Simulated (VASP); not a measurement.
# FeO (C2/m) in VASP: a series of runs, part 2 of 2

VASP 6.6.1. Earlier steps stand in the parts before.

**3. Single point, PBEsol, collinear spin, ferromagnetic start (volume scaled by 1.02)**

INCAR reads:

```
  PREC = Accurate
  ENCUT = 520
  EDIFF = 1E-6
  ISMEAR = -1
  SIGMA = 0.05
  LREAL = F
  LASPH = T
  NELM = 150
  ALGO = Normal
  ISIF = 2
  LWAVE = F
  LCHARG = F
  ISPIN = 2
  MAGMOM = 3 3 0 0
  LORBIT = 11
  LMAXMIX = 4
  GGA = PS
  NBANDS = 26
```

KPOINTS reads:

```
regular mesh
0
Gamma
  10 10 5
```

POSCAR reads:

```
FeO
1.0
    2.7001265045     -1.5345258571      0.0000000000
    2.7001265045      1.5345258571      0.0000000000
   -0.2358627737      0.0000000000      5.3043470303
Fe O
2 2
Direct
    0.0000000000      0.0000000000      0.5000000000
    0.0000000000      0.0000000000      0.0000000000
    0.3354670000      0.3354670000      0.7442990000
    0.6645330000      0.6645330000      0.2557010000
```

Potentials or basis: VASP PAW PBE potentials, release 64 (Fe, O).

Started as:

```bash
cat potpaw_PBE.64/Fe/POTCAR potpaw_PBE.64/O/POTCAR > POTCAR
mpirun -np 1 vasp_std > vasp.out
```

OUTCAR:

```text
PREC = Accurate
   ENCUT = 520
   EDIFF = 1E-6
   ISMEAR = -1
   LREAL = F
   LASPH = T
   NELM = 150
   ISIF = 2
   ISPIN = 2
   LORBIT = 11
   GGA = PS

 ion  position               nearest neighbor table
   1  0.000  0.000  0.500-   3 2.18   4 2.18   4 2.22   4 2.22   3 2.22   3 2.22   2 2.65   2 2.65

   2  0.000  0.000  0.000-   4 2.21   4 2.21   3 2.21   3 2.21   3 2.31   4 2.31   1 2.65   1 2.65

   3  0.335  0.335  0.744-   1 2.18   2 2.21   2 2.21   1 2.22   1 2.22   2 2.31
   4  0.665  0.665  0.256-   1 2.18   2 2.21   2 2.21   1 2.22   1 2.22   2 2.31

  LATTYP: Found a base centered monoclinic cell.
 ALAT       =     5.4002530090
 B/A-ratio  =     0.5683162824
 C/A-ratio  =     0.9832110388
 COS(beta)  =    -0.0444220450

  Lattice vectors:

 A1 = (   2.7001265045,  -1.5345258571,   0.0000000000)
 A2 = (   2.7001265045,   1.5345258571,   0.0000000000)
 A3 = (  -0.2358627737,   0.0000000000,   5.3043470303)

Analysis of symmetry for initial positions (statically):
=====================================================================
 Subroutine PRICEL returns:
 Original cell was already a primitive cell.

 Routine SETGRP: Setting up the symmetry group for a
 base centered monoclinic supercell.

 Subroutine GETGRP returns: Found  4 space group operations
 (whereof  4 operations were pure point group operations)
 out of a pool of  4 trial point group operations.

The static configuration has the point symmetry C_2h.

Analysis of symmetry for dynamics (positions and initial velocities):
=====================================================================
 Subroutine PRICEL returns:
 Original cell was already a primitive cell.

 Routine SETGRP: Setting up the symmetry group for a
 base centered monoclinic supercell.

 Subroutine GETGRP returns: Found  4 space group operations
 (whereof  4 operations were pure point group operations)
 out of a pool of  4 trial point group operations.

The dynamic configuration has the point symmetry C_2h.

Analysis of structural, dynamic, and magnetic symmetry:
=====================================================================
 Subroutine PRICEL returns:
 Original cell was already a primitive cell.

 Routine SETGRP: Setting up the symmetry group for a
 base centered monoclinic supercell.

 Subroutine GETGRP returns: Found  4 space group operations
 (whereof  4 operations were pure point group operations)
 out of a pool of  4 trial point group operations.

The overall configuration has the point symmetry C_2h.

 Subroutine INISYM returns: Found  4 space group operations
 (whereof  4 operations are pure point group operations),
 and found     1 'primitive' translations

----------------------------------------------------------------------------------------

                                     Primitive cell

  volume of cell :      43.9562

  direct lattice vectors                    reciprocal lattice vectors
     2.700126505 -1.534525857  0.000000000     0.185176509 -0.325833545  0.008234047
     2.700126505  1.534525857  0.000000000     0.185176509  0.325833545  0.008234047
[... 78 lines left out ...]
   NGXF,Y,Z  is equivalent  to a cutoff of  25.69, 25.69, 25.05 a.u.
 SYSTEM =  unknown system
   PREC   = accura    normal or accurate (medium, high low for compatibility)
   ISTART =      0    job   : 0-new  1-cont  2-samecut
   ICHARG =      2    charge: 1-file 2-atom 10-const
   ISPIN  =      2    spin polarized calculation?
   LNONCOLLINEAR =      F non collinear calculations
   LSORBIT =      F    spin-orbit coupling
   LASPH  =      T    aspherical Exc in radial PAW
   ENCUT  =  520.0 eV  38.22 Ry    6.18 a.u.   5.77  5.77  9.87*2*pi/ulx,y,z
   NELM   =    150;   NELMIN=  2; NELMDL= -5     # of ELM steps
   EDIFF  = 0.1E-05   stopping-criterion for ELM
   LREAL  =      F    real-space projection
   EDIFFG = 0.1E-04   stopping-criterion for IOM
   NSW    =      0    number of steps for IOM
   IBRION =     -1    ionic relax: 0-MD 1-quasi-New 2-CG
   NFREE  =      0    steps in history (QN), initial steepest desc. (CG)
   ISIF   =      2    stress and relaxation
   ISYM   =      2    0-nonsym 1-usesym 2-fastsym
   POTIM  = 0.5000    time-step for ionic-motion
   TEBEG  =    0.0;   TEEND  =   0.0 temperature during run
   PSTRESS=    0.0 pullay stress
   NELECT =      28.0000    total number of electrons
   NUPDOWN=      -1.0000    fix difference up-down
   EMIN   =  10.00;   EMAX   =-10.00  energy-range for DOS
   EFERMI =   0.00;   METHOD = LEGACY
   ISMEAR =    -1;   SIGMA  =   0.05  broadening in eV -4-tet -1-fermi 0-gaus
   EFERMI_NEDOS =   21; number of points for ismear=-14 and -15
   IALGO  =     38    algorithm
   IMIX   =      4    mixing-type and parameters
     AMIX     =   0.40;   BMIX     =  1.00
     AMIX_MAG =   1.60;   BMIX_MAG =  1.00
  volume/ion in A,a.u.               =      10.99        74.16
  Fermi-wavevector in a.u.,A,eV,Ry     =   1.408599  2.661866 26.996021  1.984152
  Thomas-Fermi vector in A             =   2.530740
   LORBIT       =     11    0 simple, 1 ext, 2 COOP (PROOUT), +10 PAW based schemes
   GGA     = PS    functional components
   LHFCALC =     F    Hartree Fock is set to
   AEXX    =    0.0000 exact exchange contribution
   IVDW    =     0    specifies the selected vdW correction
   LEPSILON=     F    determine dielectric tensor
   LRPA    =     F    only Hartree local field effects (RPA)
 spin polarized calculation
  energy-cutoff  :      520.00
  volume of cell :       43.96
 maximum number of plane-waves:      1197
   NGX = 11   NGY = 11   NGZ = 19

 number of electron      28.0000021 magnetization       8.0038867

 Free energy of the ion-electron system (eV)
  ---------------------------------------------------
  ext. energy  EPLUGINS =         0.00000000
  ---------------------------------------------------
  free energy    TOTEN  =       -31.26198166 eV

  energy without entropy =      -31.23021526  energy(sigma->0) =      -31.24609846

 E-fermi :   4.8311     XC(G=0): -11.8732

 val. band max:        4.8289445621   @ k =  -0.1000  -0.1000   0.4000
 cond. band min:       4.8312322566   @ k =  -0.1000  -0.2000   0.2000
 fundamental gap:      0.0022876944
 Fermi energy:         4.8311148967

 spin component 1

 k-point     1 :       0.0000    0.0000    0.0000
  band No.  band energies     occupation
      1     -14.9474      1.00000
      2     -14.0493      1.00000
      3      -3.1143      1.00000
      4      -1.0383      1.00000
      5      -1.0205      1.00000
      6       0.3710      1.00000
[... 685 lines left out ...]
     25      16.9446      0.00000
     26      19.2260      0.00000

 [... further k-points ...]

 spin component 2

 k-point     1 :       0.0000    0.0000    0.0000
  band No.  band energies     occupation
      1     -14.3763      1.00000
      2     -13.4673      1.00000
      3      -2.3597      1.00000
      4       0.5436      1.00000
      5       0.5717      1.00000
      6       1.8688      1.00000
[... 685 lines left out ...]
     25      17.9580      0.00000
     26      20.1993      0.00000

 [... further k-points ...]
[... 5 lines left out ...]
  --------------------------------------------------------------------------------------
  -------------------------------------------------------------------------------------
  Total       -5.6646108     -5.5498745     -4.7990983      0.0000000      0.0000000      0.0885050
  in kB     -206.4716427   -202.2895720   -174.9242355      0.0000000      0.0000000      3.2259520
  external PRESSURE =    -194.5618167 kB  Pullay stress =       0.0000000 kB

 VOLUME and BASIS-vectors are now :
 -----------------------------------------------------------------------------
  energy-cutoff  :      520.00
  volume of cell :       43.96
      direct lattice vectors                 reciprocal lattice vectors
     2.700126505 -1.534525857  0.000000000     0.185176509 -0.325833545  0.008234047
     2.700126505  1.534525857  0.000000000     0.185176509  0.325833545  0.008234047
    -0.235862774  0.000000000  5.304347030     0.000000000  0.000000000  0.188524618

 POSITION                                       TOTAL-FORCE (eV/Angst)
 -----------------------------------------------------------------------------------
     -0.11793      0.00000      2.65217         0.000000      0.000000      0.000000
      0.00000      0.00000      0.00000        -0.000000      0.000000      0.000000
      1.63605      0.00000      3.94802         0.007567      0.000000      0.165414
      3.52834      0.00000      1.35633        -0.007567      0.000000     -0.165414
 -----------------------------------------------------------------------------------
    total drift:                                0.000000     -0.000000     -0.000000

  FREE ENERGIE OF THE ION-ELECTRON SYSTEM (eV)
  ---------------------------------------------------
  free  energy   TOTEN  =       -31.2619816611 eV

  energy  without entropy=      -31.2302152611  energy(sigma->0) =      -31.24609846

 total charge

# of ion       s       p       d       tot
------------------------------------------
    1        0.288   0.341   6.046   6.675
    2        0.278   0.317   6.057   6.651
    3        1.552   3.358   0.000   4.911
    4        1.552   3.358   0.000   4.911
--------------------------------------------------
tot          3.671   7.374  12.103  23.148

 magnetization (x)

# of ion       s       p       d       tot
------------------------------------------
    1        0.020   0.017   3.566   3.603
    2        0.021   0.016   3.530   3.567
    3        0.028   0.286   0.000   0.314
    4        0.028   0.286   0.000   0.314
--------------------------------------------------
tot          0.097   0.604   7.096   7.797
```

OSZICAR:

```text
N       E                     dE             d eps       ncg     rms          rms(c)
DAV:   1     0.230882538234E+03    0.23088E+03   -0.13190E+04 15064   0.128E+03
DAV:   2    -0.995907737895E+01   -0.24084E+03   -0.21655E+03 15142   0.299E+02
DAV:   3    -0.354314664924E+02   -0.25472E+02   -0.23845E+02 16910   0.110E+02
DAV:   4    -0.360739131349E+02   -0.64245E+00   -0.63915E+00 16236   0.186E+01
DAV:   5    -0.360830633200E+02   -0.91502E-02   -0.91490E-02 16326   0.216E+00    0.232E+01
DAV:   6    -0.332206450068E+02    0.28624E+01   -0.30770E+01 19568   0.804E+01    0.284E+01
DAV:   7    -0.313319857092E+02    0.18887E+01   -0.73861E+00 18760   0.549E+01    0.124E+01
DAV:   8    -0.318806172652E+02   -0.54863E+00   -0.78822E+00 21868   0.292E+01    0.142E+01
DAV:   9    -0.313241018671E+02    0.55652E+00   -0.57069E+00 19782   0.256E+01    0.732E+00
DAV:  10    -0.312976499465E+02    0.26452E-01   -0.82606E-01 22272   0.114E+01    0.265E+00
DAV:  11    -0.312637015317E+02    0.33948E-01   -0.11518E-01 21158   0.597E+00    0.634E-01
DAV:  12    -0.312619097974E+02    0.17917E-02   -0.21083E-02 21756   0.155E+00    0.240E-01
DAV:  13    -0.312619726010E+02   -0.62804E-04   -0.21723E-03 20968   0.418E-01    0.149E-01
DAV:  14    -0.312619862130E+02   -0.13612E-04   -0.87915E-04 21086   0.321E-01    0.647E-02
DAV:  15    -0.312619847140E+02    0.14990E-05   -0.15357E-04 21224   0.148E-01    0.358E-02
DAV:  16    -0.312619816549E+02    0.30592E-05   -0.21025E-05 20628   0.521E-02    0.153E-02
DAV:  17    -0.312619809287E+02    0.72617E-06   -0.10678E-05 10348   0.252E-02    0.967E-03
DAV:  18    -0.312619816611E+02   -0.73240E-06   -0.79400E-06  8660   0.199E-02
   1 F= -.31261982E+02 E0= -.31246098E+02  d E =-.317664E-01  mag=     8.0036
```

Run time: 4 min. Hardware: 1 thread of AMD EPYC 9R14 (Zen 4), shared host; peak memory 0.31 GiB.

What came out:

```yaml
Free_energy: -31.2620 eV
Pressure: -19.5 GPa
Largest_force: 0.166 eV/Å
Band_gap_on_the_k_mesh: zero (filled and empty bands overlap)
Net_moment: 8.00 μB per cell
Site_moments: Fe +3.60, +3.57; O +0.31 μB
Valence_electrons_inside_the_program's_atomic_spheres: Fe 6.67, 6.65; O 4.91
```

Forces on the atoms (eV/Å):
```
Fe   0.000  0.000  0.000
Fe   0.000  0.000  0.000
O    0.008  0.000  0.165
O   -0.008  0.000 -0.165
```

Stress tensor (GPa, compression positive):
```
-20.65   0.00   0.32
  0.00 -20.23   0.00
  0.32   0.00 -17.49
```

Caveat: the PAW data sets were made with another functional, which shifts forces and pressure a little; semilocal functionals often make such compounds metallic where correlation or magnetic order opens a gap, which also shifts bond lengths; only a ferromagnetic start was run, and an antiferromagnetic order may lie lower in energy.
